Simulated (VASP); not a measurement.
Write the native input for VASP 6.6.1 that does the following.

```yaml
Task: single point
Functional: PBEsol
Potentials_or_basis: VASP PAW PBE potentials, release 64 (Ti_sv, O)
Cutoff: 520 eV
k_mesh: 6 × 6 × 8
Occupations: gaussian, width 0.01 eV
Spin: no spin polarisation
Dipole_correction: no
Further_INCAR_settings: ALGO = Normal; EDIFF = 1e-06; NBANDS = 33
```

The structure of TiO2 lies in POSCAR:

```
TiO2
1.0
    4.5375361469      0.0000000000      0.0000000000
    0.0000000000      4.5375361469      0.0000000000
    0.0000000000      0.0000000000      2.9227054968
Ti O
2 4
Direct
    0.0000000000      0.0000000000      0.0000000000
    0.5000000000      0.5000000000      0.5000000000
    0.3034858295      0.3034858295      0.0000000000
    0.1965141705      0.8034858295      0.5000000000
    0.6965141705      0.6965141705      0.0000000000
    0.8034858295      0.1965141705      0.5000000000
```

These files were run (other wordings do the same):

INCAR

```
SYSTEM = TiO2
  PREC = Accurate
  ENCUT = 520
  EDIFF = 1E-6
  ISMEAR = 0
  SIGMA = 0.01
  LREAL = .FALSE.
  LASPH = .TRUE.
  NELM = 60
  ALGO = Normal
  ISIF = 2
  LWAVE = .FALSE.
  LCHARG = .FALSE.
  GGA = PS
  NBANDS = 33
```

KPOINTS

```
regular mesh
0
G
  6 6 8
  0 0 0
```

Potentials or basis: VASP PAW PBE potentials, release 64 (Ti_sv, O).

The run is started by

```sh
$ cat potpaw_PBE.64/Ti_sv/POTCAR potpaw_PBE.64/O/POTCAR > POTCAR
$ mpirun -np 1 vasp_std > vasp.out
```

Results of the run:

```json
{"Pressure": "7.7 GPa", "Largest force": "0.022 eV/Å", "Band gap on the k mesh": "1.86 eV"}
```

Caveat: the cell stands under pressure; the PAW data sets were made with another functional, which shifts forces and pressure a little.

Wall time 38 s on 1 thread of Intel(R) Xeon(R) 6975P-C (Granite Rapids) (shared host), peak memory 0.22 GiB.
